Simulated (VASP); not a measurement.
Wanted: the native input for a VASP 6.6.1 run.

* Task: single point
* Functional: PBE
* Dispersion: D3(BJ)
* Potentials or basis: VASP PAW PBE potentials, release 64 (Mo_sv, S)
* Cutoff: 500 eV
* k mesh: 12 × 12 × 4
* Occupations: gaussian, width 0.05 eV
* Spin: no spin polarisation
* Dipole correction: no
* Further INCAR settings: ALGO = Normal; EDIFF = 1e-06; NBANDS = 20

The structure of MoS2 lies in POSCAR:

```
MoS2
1.0
    3.0953451714      0.0000000000      0.0000000000
   -1.5476725857      2.6806475519      0.0000000000
    0.0000000000      0.0000000000      6.8790951089
Mo S
1 2
Direct
    0.0000000000      0.0000000000      0.0000000000
    0.3333333333      0.6666666667      0.2483301274
    0.3333333333      0.6666666667      0.7516698726
```

This cell differs from its parent crystal: c/a of the conventional cell at fixed volume 2.2224.

The input as run:

INCAR

```
  PREC = Accurate
  ENCUT = 500
  EDIFF = 1E-6
  ISMEAR = 0
  SIGMA = 0.05
  LREAL = F
  LASPH = T
  NELM = 120
  ALGO = Normal
  ISIF = 2
  LWAVE = F
  LCHARG = F
  GGA = PE
  IVDW = 12
  NBANDS = 20
  GGA_COMPAT = F
```

KPOINTS

```
regular mesh
0
Gamma
  12 12 4
```

Potentials or basis: VASP PAW PBE potentials, release 64 (Mo_sv, S).

The run is started by

```bash
$ cat potpaw_PBE.64/Mo_sv/POTCAR potpaw_PBE.64/S/POTCAR > POTCAR
$ mpirun -np 1 vasp_std > vasp.out
```

Results of the run:

```
Pressure                   : -7.4 GPa
Largest force              : 2.012 eV/Å
Band gap on the k mesh     : 1.02 eV, indirect (least direct gap 1.88 eV)
Dispersion energy per atom : -0.398 eV
```

Caveat: forces of over 1 eV/Å act on the atoms, so gaps and moduli don't describe the material at rest.

It took 36 s on 1 thread of Intel Xeon 6975P-C, on a shared host, peak memory 0.22 GiB.
